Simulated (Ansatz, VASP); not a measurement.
H in VASP and in Ansatz

The input INCAR:

```
ALGO = Normal ; EDIFF = 1E-6
ENCUT = 520 ; GGA = PE
ISIF = 2 ; ISMEAR = 0
LASPH = True ; LCHARG = True
LELF = True ; LREAL = False
LVHAR = True ; LWAVE = False
NBANDS = 8 ; NELM = 80
PREC = Accurate ; SIGMA = 0.01
```

Contents of KPOINTS:

```
k-points
0
Gamma
  1 1 1
```

The input POSCAR:

```
H
1.0
   10.0000000000      0.0000000000      0.0000000000
    0.0000000000     10.3000000000      0.0000000000
    0.0000000000      0.0000000000     10.6000000000
H
2
Direct
    0.5000000000      0.4854368932      0.4344223208
    0.5000000000      0.4854368932      0.5089739057
```

Input for Ansatz:

```yaml
crystal:
  lattice:
    - [10.0, 0.0, 0.0]
    - [0.0, 10.3, 0.0]
    - [0.0, 0.0, 10.6]
  atoms:
    - { symbol: H, position: [0.5, 0.4854368932, 0.4344223208] }
    - { symbol: H, position: [0.5, 0.4854368932, 0.5089739057] }
scf:
  occupations: { method: gaussian, width: 0.01 }
output:
  forces: true
  stress: false
  eigenvalues: true
hamiltonian:
  xc: pbe
kpoints:
  mp_grid: { grid: [1, 1, 1] }
```

Alike in both runs: task single point; functional PBE; k mesh 1 × 1 × 1; occupations gaussian, width 0.01 eV; no spin polarisation.

```csv
,VASP,Ansatz
version,VASP 6.6.1,Ansatz 0.2.0
potentials or method,"VASP PAW PBE potentials, release 64 (H)","scalar-relativistic, plane waves, PAW"
plane-wave cutoff (eV),520,420
valence electrons in the cell,2,2
```

```tsv
	VASP	Ansatz	Ansatz less VASP
gap on the k mesh at the Fermi level (eV)	9.96	9.96	0.000
rms of the force components (eV/Å)	0.707	0.704	-0.0021
```

Atom by atom the forces differ by 0.002 eV/Å (rms over components).
